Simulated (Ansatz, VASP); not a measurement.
## One calculation of SiNi3, two programs

```
Si Ni
1.0
     3.46138    0.00000    0.00000
     0.00000    3.46138    0.00000
     0.00000    0.00000    3.46138
Si Ni
1 3
Direct
  0.00000 0.00000 0.00000
  0.00000 0.50000 0.50000
  0.50000 0.00000 0.50000
  0.50000 0.50000 0.00000
```

Alike in both runs: task relaxation of cell and atoms; functional PBEsol; k mesh 12 × 12 × 12; occupations gaussian, width 0.1 eV; no spin polarisation.

```csv
,VASP,Ansatz
version,VASP 6.6.1,Ansatz 0.2.0
potentials or method,"VASP PAW PBE potentials, release 64 (Si, Ni), cutoff 600 eV","scalar-relativistic, plane waves, PAW"
valence electrons in the cell,34,58
```

|  | VASP | Ansatz | Ansatz less VASP |
| --- | --- | --- | --- |
| gap on the k mesh at the Fermi level, each at its own relaxed structure (eV) | none | none | - |
| relaxed volume (Å³/atom) | 10.37 | 10.37 | -0.002 |
| relaxed cell length with the largest relative difference (Å) | 3.461 | 3.461 | -0.0002 |

VASP's potentials were made for PBE, not for PBEsol. A gap of «none» marks a metal or a gap that the smearing closes. VASP's potentials hold 34 valence electrons a cell and Ansatz's 58, so a difference there can come from the potentials and not from the codes.

Noted on VASP's run: the relaxation stopped at its first step, so nothing moved.
